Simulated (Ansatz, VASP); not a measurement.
**AlC2 in VASP and in Ansatz**

```
Al C
1.0
    -1.64651    1.64651    2.62911
     1.64651   -1.64651    2.62911
     1.64651    1.64651   -2.62911
Al C
1 2
Direct
  0.00000 0.00000 0.00000
  0.62698 0.62698 0.00000
  0.37302 0.37302 0.00000
```

Alike in both runs: task relaxation of cell and atoms; functional PBE; k mesh 20 × 20 × 20; occupations gaussian, width 0.1 eV; no spin polarisation.

```csv
,VASP,Ansatz
version,VASP 6.6.1,Ansatz 0.2.0
potentials or method,"VASP PAW PBE potentials, release 64 (Al, C), cutoff 600 eV","scalar-relativistic, plane waves, PAW"
valence electrons in the cell,11,11
```

|  | VASP | Ansatz | Ansatz less VASP |
| --- | --- | --- | --- |
| gap on the k mesh at the Fermi level, each at its own relaxed structure (eV) | none | none | - |
| relaxed volume (Å³/atom) | 9.56 | 9.58 | +0.023 |
| relaxed length of the cell vector where the two differ most in proportion (Å) | 3.518 | 3.521 | +0.0023 |

A gap of «none» marks a metal or a gap that the smearing closes.
